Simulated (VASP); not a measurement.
# GaP3 (Fm-3m) in VASP: notebook, part 2 of 2

VASP 6.6.1. The steps go on from the part before.

## Step 5: Relaxation of cell and atoms, LDA

This run uses another cell than the first one, of 17.56 Å³/atom.

INCAR

```
SYSTEM = GaP3
  PREC = Accurate
  ENCUT = 500
  EDIFF = 1E-7
  ISMEAR = -1
  SIGMA = 0.01
  LREAL = .False.
  LASPH = .True.
  NELM = 120
  ALGO = Normal
  ISIF = 3
  LWAVE = .False.
  LCHARG = .False.
  GGA = CA
  IBRION = 2
  NSW = 60
  EDIFFG = -0.02
  GGA_COMPAT = .False.
  NELMIN = 4
```

KPOINTS

```
Automatic mesh
0
Gamma
  5 5 5
  0 0 0
```

POSCAR

```
GaP3
1.0
    0.0000000000      3.2750000000      3.2750000000
    3.2750000000      0.0000000000      3.2750000000
    3.2750000000      3.2750000000      0.0000000000
Ga P
1 3
Direct
    0.0000000000      0.0000000000      0.0000000000
    0.5000000000      0.5000000000      0.5000000000
    0.2500000000      0.2500000000      0.2500000000
    0.7500000000      0.7500000000      0.7500000000
```

Potentials or basis: VASP PAW LDA potentials, release 64 (Ga_d, P).

On the command line:

```bash
$ cat potpaw_LDA.64/Ga_d/POTCAR potpaw_LDA.64/P/POTCAR > POTCAR
$ mpirun -np 1 vasp_std > vasp.out
```

OUTCAR:

```text
SYSTEM = GaP3
   PREC = Accurate
   ENCUT = 500
   EDIFF = 1E-7
   ISMEAR = -1
   LREAL = .False.
   LASPH = .True.
   NELM = 120
   ISIF = 3
   GGA = CA
   IBRION = 2
   NSW = 60
   EDIFFG = -0.02
   NELMIN = 4

 ion  position               nearest neighbor table
   1  0.000  0.000  0.000-   4 2.84   4 2.84   4 2.84   3 2.84   4 2.84   3 2.84   3 2.84   3 2.84

   2  0.500  0.500  0.500-   3 2.84   3 2.84   3 2.84   3 2.84   4 2.84   4 2.84   4 2.84   4 2.84

   3  0.250  0.250  0.250-   1 2.84   1 2.84   1 2.84   1 2.84   2 2.84   2 2.84   2 2.84   2 2.84

   4  0.750  0.750  0.750-   2 2.84   2 2.84   2 2.84   1 2.84   2 2.84   1 2.84   1 2.84   1 2.84

  LATTYP: Found a face centered cubic cell.
 ALAT       =     6.5500000000

  Lattice vectors:

 A1 = (   0.0000000000,   3.2750000000,   3.2750000000)
 A2 = (   3.2750000000,   0.0000000000,   3.2750000000)
 A3 = (   3.2750000000,   3.2750000000,   0.0000000000)

Analysis of symmetry for initial positions (statically):
=====================================================================
 Subroutine PRICEL returns:
 Original cell was already a primitive cell.

 Routine SETGRP: Setting up the symmetry group for a
 face centered cubic supercell.

 Subroutine GETGRP returns: Found 48 space group operations
 (whereof 48 operations were pure point group operations)
 out of a pool of 48 trial point group operations.

The static configuration has the point symmetry O_h .

Analysis of symmetry for dynamics (positions and initial velocities):
=====================================================================
 Subroutine PRICEL returns:
 Original cell was already a primitive cell.

 Routine SETGRP: Setting up the symmetry group for a
 face centered cubic supercell.

 Subroutine GETGRP returns: Found 48 space group operations
 (whereof 48 operations were pure point group operations)
 out of a pool of 48 trial point group operations.

The dynamic configuration has the point symmetry O_h .

[... 93 lines left out ...]
   ISIF   =      3    stress and relaxation
   ISYM   =      2    0-nonsym 1-usesym 2-fastsym
   POTIM  = 0.5000    time-step for ionic-motion
   TEBEG  =    0.0;   TEEND  =   0.0 temperature during run
   PSTRESS=    0.0 pullay stress
   NELECT =      28.0000    total number of electrons
   NUPDOWN=      -1.0000    fix difference up-down
   EMIN   =  10.00;   EMAX   =-10.00  energy-range for DOS
   EFERMI =   0.00;   METHOD = LEGACY
   ISMEAR =    -1;   SIGMA  =   0.01  broadening in eV -4-tet -1-fermi 0-gaus
   EFERMI_NEDOS =   21; number of points for ismear=-14 and -15
   IALGO  =     38    algorithm
   IMIX   =      4    mixing-type and parameters
     AMIX     =   0.40;   BMIX     =  1.00
     AMIX_MAG =   1.60;   BMIX_MAG =  1.00
  volume/ion in A,a.u.               =      17.56       118.52
  Fermi-wavevector in a.u.,A,eV,Ry     =   1.204776  2.276696 19.748646  1.451485
  Thomas-Fermi vector in A             =   2.340491
   LORBIT       =      0    0 simple, 1 ext, 2 COOP (PROOUT), +10 PAW based schemes
   GGA     = CA    functional components
   LHFCALC =     F    Hartree Fock is set to
   AEXX    =    0.0000 exact exchange contribution
   IVDW    =     0    specifies the selected vdW correction
   LEPSILON=     F    determine dielectric tensor
   LRPA    =     F    only Hartree local field effects (RPA)
 conjugate gradient relaxation of ions
 non-spin polarized calculation
  energy-cutoff  :      500.00
  volume of cell :       70.25
 maximum number of plane-waves:      1807
 NGX is ok and might be reduce to    36
   NGX = 17   NGY = 17   NGZ = 17

--------------------------------------- Ionic step        1  -------------------------------------------

 number of electron      27.9999988 magnetization

 Free energy of the ion-electron system (eV)
  ---------------------------------------------------
  ext. energy  EPLUGINS =         0.00000000
  ---------------------------------------------------
  free energy    TOTEN  =       -19.39054274 eV

  energy without entropy =      -19.38892700  energy(sigma->0) =      -19.38973487

------------------------ aborting loop because EDIFF is reached ----------------------------------------

  FORCE on cell =-STRESS in cart. coord.  units (eV):
  Direction    XX          YY          ZZ          XY          YZ          ZX
  --------------------------------------------------------------------------------------
  -------------------------------------------------------------------------------------
  Total       -5.7473265     -5.7473265     -5.7473265      0.0000000     -0.0000000      0.0000000
  in kB     -131.0727891   -131.0727891   -131.0727891      0.0000000     -0.0000000      0.0000000
  external PRESSURE =    -131.0727891 kB  Pullay stress =       0.0000000 kB
[... 63 lines left out ...]
--------------------------------------- Ionic step        3  -------------------------------------------

 number of electron      27.9999994 magnetization

 Free energy of the ion-electron system (eV)
  ---------------------------------------------------
  ext. energy  EPLUGINS =         0.00000000
  ---------------------------------------------------
  free energy    TOTEN  =       -19.94643740 eV

  energy without entropy =      -19.94549796  energy(sigma->0) =      -19.94596768

 E-fermi :   9.0875     XC(G=0): -11.7973

 val. band max:        8.5881216224   @ k =  -0.4000   0.2000   0.0000
 cond. band min:       9.0877088032   @ k =   0.2000   0.0000   0.0000
 fundamental gap:      0.4995871808
 Fermi energy:         9.0874560178

 k-point     1 :       0.0000    0.0000    0.0000
  band No.  band energies     occupation
      1      -6.4864      2.00000
      2      -5.8575      2.00000
      3      -5.8575      2.00000
      4      -5.8575      2.00000
      5      -5.7984      2.00000
      6      -5.7984      2.00000
[... 230 lines left out ...]
  FREE ENERGIE OF THE ION-ELECTRON SYSTEM (eV)
  ---------------------------------------------------
  free  energy   TOTEN  =       -19.9464374037 eV

  energy  without entropy=      -19.9454979614  energy(sigma->0) =      -19.94596768

 reached required accuracy - stopping structural energy minimisation
```

OSZICAR:

```text
N       E                     dE             d eps       ncg     rms          rms(c)
DAV:   1     0.143237501004E+03    0.14324E+03   -0.12962E+04   376   0.191E+03
DAV:   2    -0.514303106813E+01   -0.14838E+03   -0.14487E+03   386   0.345E+02
DAV:   3    -0.189841565293E+02   -0.13841E+02   -0.13234E+02   486   0.902E+01
[... 26 lines left out ...]
DAV:   4    -0.199469015827E+02    0.33777E-02   -0.59406E-03   446   0.980E-01    0.995E-02
DAV:   5    -0.199464520018E+02    0.44958E-03   -0.36012E-04   462   0.238E-01    0.353E-02
DAV:   6    -0.199464373796E+02    0.14622E-04   -0.51495E-05   478   0.107E-01    0.131E-02
DAV:   7    -0.199464374111E+02   -0.31515E-07   -0.29760E-06   462   0.207E-02    0.649E-03
DAV:   8    -0.199464374037E+02    0.73992E-08   -0.11687E-07   212   0.342E-03
   3 F= -.19946437E+02 E0= -.19945968E+02  d E =-.555895E+00
```

Run time: 37 s. Hardware: 1 thread of Intel Xeon Platinum 8488C (Sapphire Rapids), shared host; peak memory 0.18 GiB.

Results:

* Free energy: -19.9464 eV
* Relaxed volume: 14.66 Å³/atom
* Relaxed cell: a = 4.361 Å, b = 4.361 Å, c = 4.361 Å, α = 60.00°, β = 60.00°, γ = 60.00°
* Space group after relaxing (to 0.1 Å): Fm-3m (No. 225)
* Energy gained by relaxing: 139.0 meV/atom
* Ionic steps: 3
* Pressure after relaxing: 0.1 GPa

The path:
```tsv
step	energy change (eV)	largest force (eV/Å)	pressure (GPa)	volume (Å³)
1	0.0000	0.0000	-13.11	70.25
2	-0.5299	0.0000	4.14	56.63
3	-0.5559	0.0000	0.07	58.66
```

Final structure:
```yaml
crystal:
  lattice:
    - [0.00000, 3.08385, 3.08385]
    - [3.08385, 0.00000, 3.08385]
    - [3.08385, 3.08385, 0.00000]
  atoms:
    - { symbol: Ga, position: [0.00000, 0.00000, 0.00000] }
    - { symbol: P, position: [0.50000, 0.50000, 0.50000] }
    - { symbol: P, position: [0.25000, 0.25000, 0.25000] }
    - { symbol: P, position: [0.75000, 0.75000, 0.75000] }
```

Levels at points of the mesh, in eV from the Fermi level:
```csv
k point,band 11,band 12,band 13,band 14,band 15,band 16,band 17,band 18
"(0.00, 0.00, 0.00)",-3.68,-3.51,-3.51,-3.51,-1.02,-1.02,-1.02,-0.58
```

Caveat: the volume moved by over 15 % at a fixed basis, so the end points are rough; the highest band is partly filled, so the run has too few bands.

## Step 6: The runs side by side

| task | cell | cutoff (eV) | gap on the mesh (eV) | pressure (GPa) |
| --- | --- | --- | --- | --- |
| single point | a = 4.361 Å, angles 60.0°, 4 atoms | 520 | none | 0.1 |
| relaxation of cell and atoms | relaxed from a = 4.361 Å, angles 60.0°, 4 atoms | 600 | - | 0.0 |
| single point | a = 4.361 Å, angles 60.0°, 4 atoms | 500 | none | 0.1 |
| relaxation of cell and atoms | relaxed from a = 4.632 Å, angles 60.0°, 4 atoms | 500 | - | 0.1 |

Alike in all rows: level LDA; potentials or basis VASP PAW LDA potentials, release 64 (Ga_d, P); no spin polarisation; k mesh 5 × 5 × 5; smearing fermi-dirac 0.01 eV.

Caveats: the highest band is partly filled, so the run has too few bands (at least some runs); the relaxation stopped at its first step, so nothing moved (at least some runs); the volume moved by over 15 % at a fixed basis, so the end points are rough (at least some runs).

Absolute energies hang on the potentials; compare differences alone.
